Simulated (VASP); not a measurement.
Here is a VASP 6.6.1 calculation.

Contents of INCAR:

```
ALGO     = Normal         # electronic algorithm
EDIFF    = 1E-6           # SCF threshold, eV
EDIFFG   = -0.005         # ionic threshold
ENCUT    = 600            # plane-wave cutoff, eV
GGA      = PE             # functional
IBRION   = 2              # ionic algorithm
ISIF     = 3              # what is computed and relaxed
ISMEAR   = 0              # smearing method
LASPH    = T              # aspherical terms in the spheres
LCHARG   = F              # write CHGCAR
LREAL    = F              # projectors in reciprocal space
LWAVE    = F              # write WAVECAR
NELM     = 100            # most SCF steps
NSW      = 100            # ionic steps
PREC     = Accurate       # precision mode
SIGMA    = 0.02           # smearing width, eV
```

File KPOINTS:

```
k-points
0
Gamma
  9 9 4
```

Contents of POSCAR:

```
NaCl
1.0
    3.9739400000      0.0000000000      0.0000000000
   -1.9869700000      3.4415330000      0.0000000000
    0.0000000000      0.0000000000      9.7341260000
Na Cl
3 3
Direct
    0.0000000000      0.0000000000      0.0000000000
    0.3333333300      0.6666666700      0.3333333300
    0.6666666700      0.3333333300      0.6666666700
    0.6666666700      0.3333333300      0.1666666700
    0.0000000000      0.0000000000      0.5000000000
    0.3333333300      0.6666666700      0.8333333300
```

Potentials or basis: VASP PAW PBE potentials, release 64 (Na_pv, Cl).

Launch:

```console
$ cat potpaw_PBE.64/Na_pv/POTCAR potpaw_PBE.64/Cl/POTCAR > POTCAR
$ mpirun -np 1 vasp_std > vasp.out
```

**Question.** What does it give for the space group after relaxing (to 0.05 Å)?

**Answer.** Fm-3m (No. 225).

**Question.** Predict the band gap on the k mesh.

**Answer.** 4.99 eV.

**Question.** Estimate the relaxed cell.

**Answer.** a = 4.030 Å, b = 4.030 Å, c = 9.871 Å, α = 90.00°, β = 90.00°, γ = 120.00°.

Final structure:
```xyz
6
Lattice="4.0297 0.0000 0.0000 -2.0148 3.4898 0.0000 0.0000 0.0000 9.8707" Properties=species:S:1:pos:R:3 pbc="T T T"
Na    0.0000    0.0000    0.0000
Na    0.0000    2.3265    3.2902
Na    2.0148    1.1633    6.5804
Cl    2.0148    1.1633    1.6451
Cl    0.0000    0.0000    4.9353
Cl    0.0000    2.3265    8.2255
```

A k mesh can miss the band edges. As with any semilocal functional, this PBE gap is likely too small.
